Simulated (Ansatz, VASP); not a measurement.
CdS: VASP beside Ansatz

```xyz
4
Lattice="4.4085 0.0000 0.0000 -2.2043 3.8179 0.0000 0.0000 0.0000 5.7481" Properties=species:S:1:pos:R:3 pbc="T T T"
Cd    0.0000    2.5453    1.4370
Cd    2.2043    1.2726    4.3111
S     2.2043    1.2726    1.4370
S     0.0000    2.5453    4.3111
```

Alike in both runs: task single point; functional r2SCAN; k mesh 6 × 6 × 4; no spin polarisation.

```csv
,VASP,Ansatz
version,VASP 6.6.1,Ansatz 0.2.0
potentials or method,"VASP PAW PBE potentials, release 64 (Cd, S)","plane waves, PAW"
plane-wave cutoff (eV),520,500
occupations,"gaussian, width 0.01 eV",fixed
valence electrons in the cell,36,52
```

|  | VASP | Ansatz | Ansatz less VASP |
| --- | --- | --- | --- |
| gap on the k mesh at the Fermi level (eV) | 1.46 | 1.48 | +0.020 |
| pressure (GPa) | 0.4 | 0.0 | -0.37 |
| traceless stress, the component that is largest in VASP (GPa) | -0.06 | -0.02 | +0.043 |

VASP's potentials were made for PBE, not for r2SCAN. VASP's potentials hold 36 valence electrons a cell and Ansatz's 52, so a difference there can come from the potentials and not from the codes.
